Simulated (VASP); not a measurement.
# BiTe (I4/mmm) in VASP: a series of runs, part 2 of 2

VASP 6.6.1.

### 3 Single point, PBE

This run uses another cell than the first one, of the same volume but with other edges.

INCAR reads:

```
PREC = Accurate
ENCUT = 520
EDIFF = 1E-6
ISMEAR = 0
SIGMA = 0.15
LREAL = False
LASPH = True
NELM = 80
ALGO = Normal
ISIF = 2
LWAVE = False
LCHARG = True
GGA = PE
LELF = True
LVHAR = True
NBANDS = 18
```

KPOINTS reads:

```
Automatic mesh
0
Gamma
  14 14 14
```

POSCAR reads:

```
BiTe
1.0
    0.0000000000      2.8822024423      4.0754342534
    2.8822024423      0.0000000000      4.0754342534
    2.8822024423      2.8822024423      0.0000000000
Bi Te
1 1
Direct
    0.0000000000      0.0000000000      0.0000000000
    0.5000000000      0.5000000000      0.5000000000
```

Potentials or basis: VASP PAW PBE potentials, release 64 (Bi_d, Te).

Command:

```
cat potpaw_PBE.64/Bi_d/POTCAR potpaw_PBE.64/Te/POTCAR > POTCAR
mpirun -np 1 vasp_std > vasp.out
```

Run time: 2.8 min. Hardware: 1 thread of AMD EPYC 9R45 (Zen 5), shared host; peak memory 0.4 GiB.

Results (log left out):

- Free energy: -6.2419 eV
- Pressure: 11.1 GPa
- Band gap on the k mesh: zero (an odd number of electrons rules out a gap without spin polarisation)

Stress tensor (GPa, compression positive):
```
17.25  0.00  0.00
 0.00 17.25  0.00
 0.00  0.00 -1.22
```

Levels at points of the mesh, in eV from the Fermi level:
```
           k point  band 7  band 8  band 9  band 10  band 11  band 12  band 13  band 14
(0.00, 0.00, 0.00)   -7.25   -3.81   -3.81    -2.54     1.02     2.78     3.40     4.78
(0.50, 0.00, 0.00)  -11.84   -2.35   -1.62    -1.30    -0.54    -0.25     0.21     6.96
(0.50, 0.50, 0.00)   -7.61   -5.15   -4.08    -4.08     2.69     3.14     5.05     5.05
(0.50, 0.00, 0.50)  -10.71   -6.58   -6.24    -2.34     0.64     2.60     6.66     6.71
```

Caveat: the cell stands under pressure; spin-orbit coupling is left out, which moves the levels of the heavy elements.

### 4 Single point, PBE

This run uses another cell than the first one, of the same volume but with other edges.

INCAR reads:

```
SYSTEM = BiTe
ALGO = Normal ; EDIFF = 1E-7
ENCUT = 520 ; GGA = PE
ISIF = 2 ; ISMEAR = 0
LASPH = .TRUE. ; LCHARG = .TRUE.
LELF = .TRUE. ; LREAL = .FALSE.
LVHAR = .TRUE. ; LWAVE = .FALSE.
NBANDS = 18 ; NELM = 60
PREC = Accurate ; SIGMA = 0.15
```

KPOINTS reads:

```
k-points
0
G
  14 14 14
  0 0 0
```

POSCAR reads:

```
BiTe
1.0
    0.0000000000      3.4150833660      2.9028208611
    3.4150833660      0.0000000000      2.9028208611
    3.4150833660      3.4150833660      0.0000000000
Bi Te
1 1
Direct
    0.0000000000      0.0000000000      0.0000000000
    0.5000000000      0.5000000000      0.5000000000
```

Command:

```
cat potpaw_PBE.64/Bi_d/POTCAR potpaw_PBE.64/Te/POTCAR > POTCAR
mpirun -np 1 vasp_std > vasp.out
```

Wall time 3.2 min (1 thread of AMD EPYC 9R45 (Zen 5), shared host); peak memory 0.4 GiB.

Results (log left out):

```yaml
Free_energy: -6.8055 eV
Pressure: 3.7 GPa
Band_gap_on_the_k_mesh: zero (an odd number of electrons rules out a gap without spin polarisation)
```

Stress tensor (GPa, compression positive):
```
-2.64  0.00  0.00
 0.00 -2.64  0.00
 0.00  0.00 16.26
```

Levels at points of the mesh, in eV from the Fermi level:
```csv
k point,band 7,band 8,band 9,band 10,band 11,band 12,band 13,band 14
"(0.00, 0.00, 0.00)",-7.89,-4.02,-1.79,-1.79,0.95,0.95,4.46,4.46
"(0.50, 0.00, 0.00)",-11.43,-2.12,-2.05,-1.13,-0.86,-0.85,0.20,7.22
"(0.50, 0.50, 0.00)",-10.48,-6.11,-4.24,-4.24,2.07,3.38,3.38,6.83
"(0.50, 0.00, 0.50)",-9.20,-5.54,-5.01,-2.83,1.87,2.53,4.35,6.18
```

Caveat: the cell stands under pressure; spin-orbit coupling is left out, which moves the levels of the heavy elements.

### 5 Single point, PBE

This run uses another cell than the first one, of the same volume but with other edges.

INCAR reads:

```
PREC     = Accurate       # precision mode
ENCUT    = 520            # plane-wave cutoff, eV
EDIFF    = 1E-6           # SCF threshold, eV
ISMEAR   = 0              # smearing method
SIGMA    = 0.15           # smearing width, eV
LREAL    = False          # projectors in reciprocal space
LASPH    = True           # aspherical terms in the spheres
NELM     = 80             # most SCF steps
ALGO     = Normal         # electronic algorithm
ISIF     = 2              # what is computed and relaxed
LWAVE    = False          # write WAVECAR
LCHARG   = True           # write CHGCAR
GGA      = PE             # functional
LELF     = True           # ELF
LVHAR    = True         
NBANDS   = 18             # bands
```

KPOINTS reads:

```
Automatic mesh
0
Gamma
  14 14 14
```

POSCAR reads:

```
BiTe
1.0
    0.0000000000      3.0442515534      3.6531018641
    3.0442515534      0.0000000000      3.6531018641
    3.0442515534      3.0442515534      0.0000000000
Bi Te
1 1
Direct
    0.0000000000      0.0000000000      0.0000000000
    0.5000000000      0.5000000000      0.5000000000
```

Potentials or basis: VASP PAW PBE potentials, release 64 (Bi_d, Te).

Command:

```
cat potpaw_PBE.64/Bi_d/POTCAR potpaw_PBE.64/Te/POTCAR > POTCAR
mpirun -np 1 vasp_std > vasp.out
```

OUTCAR:

```text
PREC = Accurate
   ENCUT = 520
   EDIFF = 1E-6
   ISMEAR = 0
   LREAL = False
   LASPH = True
   NELM = 80
   ISIF = 2
   GGA = PE

 ion  position               nearest neighbor table
   1  0.000  0.000  0.000-   2 3.04   2 3.04   2 3.04   2 3.04   2 3.65   2 3.65
   2  0.500  0.500  0.500-   1 3.04   1 3.04   1 3.04   1 3.04   1 3.65   1 3.65

  LATTYP: Found a body centered tetragonal cell.
 ALAT       =     4.3052218341
 C/A-ratio  =     1.6970562749

  Lattice vectors:

 A1 = (  -3.0442515534,   0.0000000000,   3.6531018641)
[... 191 lines left out ...]
      6      -7.1585      2.00000
[... 481 lines left out ...]
      5     -16.5374      2.00000
      6      -6.7363      2.00000
[... 10 lines left out ...]
     17      14.4050      0.00000
     18      15.8587      0.00000

 [... further k-points ...]
[... 5 lines left out ...]
  --------------------------------------------------------------------------------------
  -------------------------------------------------------------------------------------
  Total        2.9803702      2.9803702     -1.3778480      0.0000000     -0.0000000      0.0000000
  in kB       70.5225402     70.5225402    -32.6031098      0.0000000     -0.0000000      0.0000000
  external PRESSURE =      36.1473235 kB  Pullay stress =       0.0000000 kB

 VOLUME and BASIS-vectors are now :
 -----------------------------------------------------------------------------
  energy-cutoff  :      520.00
  volume of cell :       67.71
      direct lattice vectors                 reciprocal lattice vectors
     0.000000000  3.044251553  3.653101864    -0.164243983  0.164243983  0.136869986
     3.044251553  0.000000000  3.653101864     0.164243983 -0.164243983  0.136869986
     3.044251553  3.044251553  0.000000000     0.164243983  0.164243983 -0.136869986

 POSITION                                       TOTAL-FORCE (eV/Angst)
 -----------------------------------------------------------------------------------
      0.00000      0.00000      0.00000         0.000000     -0.000000      0.000000
      3.04425      3.04425      3.65310        -0.000000      0.000000     -0.000000
 -----------------------------------------------------------------------------------
    total drift:                               -0.000000      0.000000      0.000000

  FREE ENERGIE OF THE ION-ELECTRON SYSTEM (eV)
  ---------------------------------------------------
  free  energy   TOTEN  =        -6.8574220400 eV

  energy  without entropy=       -6.8359907470  energy(sigma->0) =       -6.84670639
```

OSZICAR:

```text
N       E                     dE             d eps       ncg     rms          rms(c)
DAV:   1     0.161376562563E+03    0.16138E+03   -0.98613E+03  8784   0.112E+03
DAV:   2     0.528628929268E+01   -0.15609E+03   -0.15203E+03  9464   0.307E+02
DAV:   3    -0.654303897721E+01   -0.11829E+02   -0.11714E+02 10868   0.895E+01
DAV:   4    -0.687426467514E+01   -0.33123E+00   -0.33058E+00 10708   0.161E+01
DAV:   5    -0.688853885072E+01   -0.14274E-01   -0.14273E-01 12480   0.313E+00    0.586E+00
DAV:   6    -0.685488744793E+01    0.33651E-01   -0.10136E-01 12758   0.199E+00    0.367E+00
DAV:   7    -0.685748469160E+01   -0.25972E-02   -0.30453E-02 10168   0.890E-01    0.680E-01
DAV:   8    -0.685729856703E+01    0.18612E-03   -0.49155E-03 11226   0.479E-01    0.126E-01
DAV:   9    -0.685741601437E+01   -0.11745E-03   -0.39719E-04 10180   0.118E-01    0.349E-02
DAV:  10    -0.685741999879E+01   -0.39844E-05   -0.18903E-05 11768   0.257E-02    0.210E-02
DAV:  11    -0.685742222984E+01   -0.22311E-05   -0.12157E-05  9880   0.247E-02    0.495E-03
DAV:  12    -0.685742204003E+01    0.18981E-06   -0.16725E-06  7506   0.107E-02
   1 F= -.68574220E+01 E0= -.68467064E+01  d E =-.214313E-01
```

Wall time 2.3 min (1 thread of AMD EPYC 9R45 (Zen 5), shared host); peak memory 0.39 GiB.

What came out:

```
Free energy            : -6.8574 eV
Pressure               : 3.6 GPa
Band gap on the k mesh : zero (an odd number of electrons rules out a gap without spin polarisation)
```

Stress tensor (GPa, compression positive):
```
 7.05  0.00  0.00
 0.00  7.05  0.00
 0.00  0.00 -3.26
```

Caveat: the cell stands under pressure; spin-orbit coupling is left out, which moves the levels of the heavy elements.

### 6 Overview

| cell | gap on the mesh (eV) | pressure (GPa) |
| --- | --- | --- |
| a = 4.447, b = 4.447, c = 5.136 Å, angles 54.7, 54.7, 70.5°, 2 atoms | none | 16.7 |
| a = 4.992, b = 4.992, c = 4.076 Å, angles 65.9, 65.9, 48.2°, 2 atoms | none | 11.1 |
| a = 4.482, b = 4.482, c = 4.830 Å, angles 57.4, 57.4, 65.2°, 2 atoms | none | 3.7 |
| a = 4.755, b = 4.755, c = 4.305 Å, angles 63.1, 63.1, 53.8°, 2 atoms | none | 3.6 |

Alike in all rows: task single point; level PBE; potentials or basis VASP PAW PBE potentials, release 64 (Bi_d, Te); no spin polarisation; k mesh 14 × 14 × 14; cutoff (eV) 520; smearing gaussian 0.15 eV.

Caveats: the cell stands under pressure; spin-orbit coupling is left out, which moves the levels of the heavy elements.

Total energies depend on the potentials used, so only differences within one code and one set of settings carry meaning.
